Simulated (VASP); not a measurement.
# Ru2Rh (Fm-3m) in VASP: single point with PBE

Aim: the single point of Ru2Rh with PBE.

All numbers are computed with VASP 6.6.1; they aren't measurements. Logs are shortened: lines on timing, memory, paths and dates and some standing lists are left out, and cuts for length are marked.

### 1 The cell of the first run

The structure is cubic, space group Fm-3m (No. 225). The conventional cell has a = 5.842 Å, b = 5.842 Å, c = 5.842 Å, α = 90.00°, β = 90.00°, γ = 90.00°. Ru (site symmetry -43m) has 4 Rh at 2.53 Å and 6 Ru at 2.92 Å within 3.3 Å. Within 3.3 Å of Rh (site symmetry m-3m) lie 8 Ru at 2.53 Å.

### 2 Single point, PBE, collinear spin, ferromagnetic start

File INCAR:

```
SYSTEM = Ru2Rh
  PREC = Accurate
  ENCUT = 520
  EDIFF = 1E-7
  ISMEAR = 0
  SIGMA = 0.1
  LREAL = .False.
  LASPH = .True.
  NELM = 150
  ALGO = Normal
  ISIF = 2
  LWAVE = .False.
  LCHARG = .False.
  ISPIN = 2
  MAGMOM = 0.23 0.23 0.28
  LORBIT = 11
  LMAXMIX = 4
  GGA = PE
  NBANDS = 32
```

File KPOINTS:

```
Automatic mesh
0
Gamma
  14 14 14
  0 0 0
```

File POSCAR:

```
Ru2Rh
1.0
    0.0000000000      2.9210970494      2.9210970494
    2.9210970494      0.0000000000      2.9210970494
    2.9210970494      2.9210970494      0.0000000000
Ru Rh
2 1
Direct
    0.2500000000      0.2500000000      0.2500000000
    0.7500000000      0.7500000000      0.7500000000
    0.0000000000      0.0000000000      0.0000000000
```

Potentials or basis: VASP PAW PBE potentials, release 64 (Ru_pv, Rh_pv).

On the command line:

```sh
cat potpaw_PBE.64/Ru_pv/POTCAR potpaw_PBE.64/Rh_pv/POTCAR > POTCAR
mpirun -np 1 vasp_std > vasp.out
```

OUTCAR:

```text
SYSTEM = Ru2Rh
   PREC = Accurate
   ENCUT = 520
   EDIFF = 1E-7
   ISMEAR = 0
   LREAL = .False.
   LASPH = .True.
   NELM = 150
   ISIF = 2
   ISPIN = 2
   LORBIT = 11
   GGA = PE

 ion  position               nearest neighbor table
   1  0.250  0.250  0.250-   3 2.53   3 2.53   3 2.53   3 2.53   2 2.92   2 2.92   2 2.92   2 2.92
                             2 2.92   2 2.92
   2  0.750  0.750  0.750-   3 2.53   3 2.53   3 2.53   3 2.53   1 2.92   1 2.92   1 2.92   1 2.92
                             1 2.92   1 2.92
   3  0.000  0.000  0.000-   2 2.53   2 2.53   2 2.53   1 2.53   2 2.53   1 2.53   1 2.53   1 2.53

  LATTYP: Found a face centered cubic cell.
 ALAT       =     5.8421940988

  Lattice vectors:

 A1 = (   0.0000000000,   2.9210970494,   2.9210970494)
 A2 = (   2.9210970494,   0.0000000000,   2.9210970494)
 A3 = (   2.9210970494,   2.9210970494,   0.0000000000)

Analysis of symmetry for initial positions (statically):
=====================================================================
 Subroutine PRICEL returns:
 Original cell was already a primitive cell.

 Routine SETGRP: Setting up the symmetry group for a
 face centered cubic supercell.

 Subroutine GETGRP returns: Found 48 space group operations
 (whereof 48 operations were pure point group operations)
 out of a pool of 48 trial point group operations.

The static configuration has the point symmetry O_h .

Analysis of symmetry for dynamics (positions and initial velocities):
=====================================================================
 Subroutine PRICEL returns:
 Original cell was already a primitive cell.

 Routine SETGRP: Setting up the symmetry group for a
 face centered cubic supercell.

 Subroutine GETGRP returns: Found 48 space group operations
 (whereof 48 operations were pure point group operations)
 out of a pool of 48 trial point group operations.

The dynamic configuration has the point symmetry O_h .

Analysis of structural, dynamic, and magnetic symmetry:
=====================================================================
 Subroutine PRICEL returns:
 Original cell was already a primitive cell.

 Routine SETGRP: Setting up the symmetry group for a
 face centered cubic supercell.

 Subroutine GETGRP returns: Found 48 space group operations
 (whereof 48 operations were pure point group operations)
 out of a pool of 48 trial point group operations.

The overall configuration has the point symmetry O_h .

 Subroutine INISYM returns: Found 48 space group operations
 (whereof 48 operations are pure point group operations),
 and found     1 'primitive' translations

----------------------------------------------------------------------------------------

                                     Primitive cell

  volume of cell :      49.8503

  direct lattice vectors                    reciprocal lattice vectors
     0.000000000  2.921097049  2.921097049    -0.171168568  0.171168568  0.171168568
     2.921097049  0.000000000  2.921097049     0.171168568 -0.171168568  0.171168568
     2.921097049  2.921097049  0.000000000     0.171168568  0.171168568 -0.171168568

  length of vectors
     4.131055064  4.131055064  4.131055064     0.296472657  0.296472657  0.296472657

  position of ions in fractional coordinates (direct lattice)
     0.250000000  0.250000000  0.250000000
     0.750000000  0.750000000  0.750000000
     0.000000000  0.000000000  0.000000000

  ion indices of the primitive-cell ions
   primitive index   ion index
                 1           1
                 2           2
                 3           3

----------------------------------------------------------------------------------------

 KPOINTS: Automatic mesh

Automatic generation of k-mesh.
 Grid dimensions read from file:
 generate k-points for:   14   14   14

 Generating k-lattice:

  Cartesian coordinates                     Fractional coordinates (reciprocal lattice)
    -0.012226326  0.012226326  0.012226326     0.071428571  0.000000000  0.000000000
     0.012226326 -0.012226326  0.012226326     0.000000000  0.071428571  0.000000000
     0.012226326  0.012226326 -0.012226326     0.000000000  0.000000000  0.071428571

  Length of vectors
     0.021176618  0.021176618  0.021176618

  Shift w.r.t. Gamma in fractional coordinates (k-lattice)
     0.000000000  0.000000000  0.000000000

 Subroutine IBZKPT returns following result:
 ===========================================

 Found    104 irreducible k-points:

 Following reciprocal coordinates:
            Coordinates               Weight
  0.000000  0.000000  0.000000      1.000000
  0.071429  0.000000  0.000000      8.000000
  0.142857  0.000000  0.000000      8.000000
  0.214286  0.000000  0.000000      8.000000
  0.285714  0.000000  0.000000      8.000000
  0.357143  0.000000  0.000000      8.000000
[... 16 lines left out ...]
  0.214286  0.142857  0.000000     24.000000
  0.285714  0.142857  0.000000     24.000000
 [... further k-points ...]
   k-points           NKPTS =    104   k-points in BZ     NKDIM =    104   number of bands    NBANDS=     32
   number of dos      NEDOS =    301   number of ions     NIONS =      3
   total plane-waves  NPLWV =  32768
   dimension x,y,z NGX =    32 NGY =   32 NGZ =   32
   dimension x,y,z NGXF=    64 NGYF=   64 NGZF=   64
   ions per type =               2   1
   NGX,Y,Z   is equivalent  to a cutoff of  12.88, 12.88, 12.88 a.u.
   NGXF,Y,Z  is equivalent  to a cutoff of  25.76, 25.76, 25.76 a.u.
 SYSTEM =  Ru2Rh
   PREC   = accura    normal or accurate (medium, high low for compatibility)
   ISTART =      0    job   : 0-new  1-cont  2-samecut
   ICHARG =      2    charge: 1-file 2-atom 10-const
   ISPIN  =      2    spin polarized calculation?
   LNONCOLLINEAR =      F non collinear calculations
   LSORBIT =      F    spin-orbit coupling
   LASPH  =      T    aspherical Exc in radial PAW
   ENCUT  =  520.0 eV  38.22 Ry    6.18 a.u.   7.68  7.68  7.68*2*pi/ulx,y,z
   NELM   =    150;   NELMIN=  2; NELMDL= -5     # of ELM steps
   EDIFF  = 0.1E-06   stopping-criterion for ELM
   LREAL  =      F    real-space projection
   EDIFFG = 0.1E-05   stopping-criterion for IOM
   NSW    =      0    number of steps for IOM
   IBRION =     -1    ionic relax: 0-MD 1-quasi-New 2-CG
   NFREE  =      0    steps in history (QN), initial steepest desc. (CG)
   ISIF   =      2    stress and relaxation
   ISYM   =      2    0-nonsym 1-usesym 2-fastsym
   POTIM  = 0.5000    time-step for ionic-motion
   TEBEG  =    0.0;   TEEND  =   0.0 temperature during run
   PSTRESS=    0.0 pullay stress
   NELECT =      43.0000    total number of electrons
   NUPDOWN=      -1.0000    fix difference up-down
   EMIN   =  10.00;   EMAX   =-10.00  energy-range for DOS
   EFERMI =   0.00;   METHOD = LEGACY
   ISMEAR =     0;   SIGMA  =   0.10  broadening in eV -4-tet -1-fermi 0-gaus
   EFERMI_NEDOS =   21; number of points for ismear=-14 and -15
   IALGO  =     38    algorithm
   IMIX   =      4    mixing-type and parameters
     AMIX     =   0.40;   BMIX     =  1.00
     AMIX_MAG =   1.60;   BMIX_MAG =  1.00
  volume/ion in A,a.u.               =      16.62       112.14
  Fermi-wavevector in a.u.,A,eV,Ry     =   1.558386  2.944922 33.042653  2.428566
  Thomas-Fermi vector in A             =   2.661898
   LORBIT       =     11    0 simple, 1 ext, 2 COOP (PROOUT), +10 PAW based schemes
   GGA     = PE    functional components
   LHFCALC =     F    Hartree Fock is set to
   AEXX    =    0.0000 exact exchange contribution
   IVDW    =     0    specifies the selected vdW correction
   LEPSILON=     F    determine dielectric tensor
   LRPA    =     F    only Hartree local field effects (RPA)
 spin polarized calculation
 Gauss-broadening in eV      SIGMA  =   0.10
  energy-cutoff  :      520.00
  volume of cell :       49.85
 maximum number of plane-waves:      1363
   NGX = 15   NGY = 15   NGZ = 15

 number of electron      43.0000001 magnetization       0.9084640

 Free energy of the ion-electron system (eV)
  ---------------------------------------------------
  ext. energy  EPLUGINS =         0.00000000
  ---------------------------------------------------
  free energy    TOTEN  =       -23.03648376 eV

  energy without entropy =      -23.00704844  energy(sigma->0) =      -23.02176610

 E-fermi :   9.4552     XC(G=0): -12.6452

 val. band max:        9.4544193701   @ k =  -0.2143   0.2143   0.0714
 cond. band min:       9.4588298069   @ k =   0.3571   0.2143   0.0000
 fundamental gap:      0.0044104367
 Fermi energy:         9.4551888533

 spin component 1

 k-point     1 :       0.0000    0.0000    0.0000
  band No.  band energies     occupation
      1     -37.8382      1.00000
      2     -37.8382      1.00000
      3     -37.8382      1.00000
      4     -33.3342      1.00000
      5     -33.3342      1.00000
      6     -33.3342      1.00000
[... 24 lines left out ...]
     31      20.3384      0.00000
     32      20.9939      0.00000
[... 774 lines left out ...]
      2     -37.8439      1.00000
      3     -37.8339      1.00000
      4     -33.3161      1.00000
      5     -33.3157      1.00000
      6     -33.2424      1.00000
[... 24 lines left out ...]
     31      20.3369      0.00000
     32      20.6076      0.00000

 [... further k-points ...]

 spin component 2

 k-point     1 :       0.0000    0.0000    0.0000
  band No.  band energies     occupation
      1     -37.5690      1.00000
      2     -37.5690      1.00000
      3     -37.5690      1.00000
      4     -33.1180      1.00000
      5     -33.1180      1.00000
      6     -33.1180      1.00000
[... 24 lines left out ...]
     31      20.6902      0.00000
     32      21.0621      0.00000
[... 774 lines left out ...]
      2     -37.5748      1.00000
      3     -37.5645      1.00000
      4     -33.0996      1.00000
      5     -33.0993      1.00000
      6     -33.0258      1.00000
[... 24 lines left out ...]
     31      20.6903      0.00000
     32      20.7318      0.00000

 [... further k-points ...]
[... 5 lines left out ...]
  --------------------------------------------------------------------------------------
  -------------------------------------------------------------------------------------
  Total       -0.0088915     -0.0088915     -0.0088915     -0.0000000     -0.0000000      0.0000000
  in kB       -0.2857721     -0.2857721     -0.2857721     -0.0000000     -0.0000000      0.0000000
  external PRESSURE =      -0.2857721 kB  Pullay stress =       0.0000000 kB

 VOLUME and BASIS-vectors are now :
 -----------------------------------------------------------------------------
  energy-cutoff  :      520.00
  volume of cell :       49.85
      direct lattice vectors                 reciprocal lattice vectors
     0.000000000  2.921097049  2.921097049    -0.171168568  0.171168568  0.171168568
     2.921097049  0.000000000  2.921097049     0.171168568 -0.171168568  0.171168568
     2.921097049  2.921097049  0.000000000     0.171168568  0.171168568 -0.171168568

 POSITION                                       TOTAL-FORCE (eV/Angst)
 -----------------------------------------------------------------------------------
      1.46055      1.46055      1.46055         0.000000     -0.000000     -0.000000
      4.38165      4.38165      4.38165        -0.000000      0.000000      0.000000
      0.00000      0.00000      0.00000         0.000000     -0.000000      0.000000
 -----------------------------------------------------------------------------------
    total drift:                                0.000000     -0.000000      0.000000

  FREE ENERGIE OF THE ION-ELECTRON SYSTEM (eV)
  ---------------------------------------------------
  free  energy   TOTEN  =       -23.0364837557 eV

  energy  without entropy=      -23.0070484449  energy(sigma->0) =      -23.02176610

 total charge

# of ion       s       p       d       tot
------------------------------------------
    1        0.376   6.196   5.955  12.527
    2        0.376   6.196   5.955  12.527
    3        0.508   6.383   7.052  13.943
--------------------------------------------------
tot          1.260  18.774  18.963  38.997

 magnetization (x)

# of ion       s       p       d       tot
------------------------------------------
    1       -0.002   0.002   0.274   0.275
    2       -0.002   0.002   0.274   0.275
    3       -0.003  -0.004   0.325   0.318
--------------------------------------------------
tot         -0.006  -0.000   0.873   0.867
```

Run time: 4 min. Hardware: 1 thread of Intel Xeon Platinum 8259CL at 2.50GHz (Skylake/Cascade Lake), shared host; peak memory 0.38 GiB.

Results:

* Free energy: -23.0365 eV
* Pressure: 0.0 GPa
* Net moment: 0.91 μB per cell
* Site moments: Ru +0.28; Rh +0.32 μB
* Valence electrons inside the program's atomic spheres: Ru 12.53; Rh 13.94
